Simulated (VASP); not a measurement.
Here is a VASP 6.6.1 calculation.

Contents of INCAR:

```
PREC = Accurate ; ENCUT = 600
EDIFF = 1E-6 ; ISMEAR = 0
SIGMA = 0.1 ; LREAL = F
LASPH = T ; NELM = 150
ALGO = Normal ; ISIF = 3
LWAVE = F ; LCHARG = F
ISPIN = 2 ; MAGMOM = 0 2 -2 0 0 0
LORBIT = 11 ; LMAXMIX = 4
GGA = PE ; IBRION = 2
NSW = 90 ; EDIFFG = -0.04
```

Contents of KPOINTS:

```
Automatic mesh
0
Gamma
  6 6 2
```

The input POSCAR:

```
AlV2N3
1.0
    3.2704990200      0.0000000000      0.0000000000
   -1.6352495100      2.8323352300      0.0000000000
    0.0000000000      0.0000000000      8.0110538000
Al V N
1 2 3
Direct
    0.0000000000      0.0000000000      0.5000000000
    0.6666666700      0.3333333300      0.8333333300
    0.3333333300      0.6666666700      0.1666666700
    0.3333333300      0.6666666700      0.6666666700
    0.6666666700      0.3333333300      0.3333333300
    0.0000000000      0.0000000000      0.0000000000
```

Potentials or basis: VASP PAW PBE potentials, release 64 (Al, V_sv, N).

Command:

```console
$ cat potpaw_PBE.64/Al/POTCAR potpaw_PBE.64/V_sv/POTCAR potpaw_PBE.64/N/POTCAR > POTCAR
$ mpirun -np 1 vasp_std > vasp.out
```

(1) Estimate the relaxed cell.

(2) Estimate the band gap on the k mesh.

(3) Estimate the net moment.

Results:

(1) a = 2.886 Å, b = 2.886 Å, c = 7.224 Å, α = 90.00°, β = 90.00°, γ = 120.00°.

(2) zero (filled and empty bands overlap).

(3) 0.00 μB per cell.

Caveat: the moments typed at the start vanished in this run.
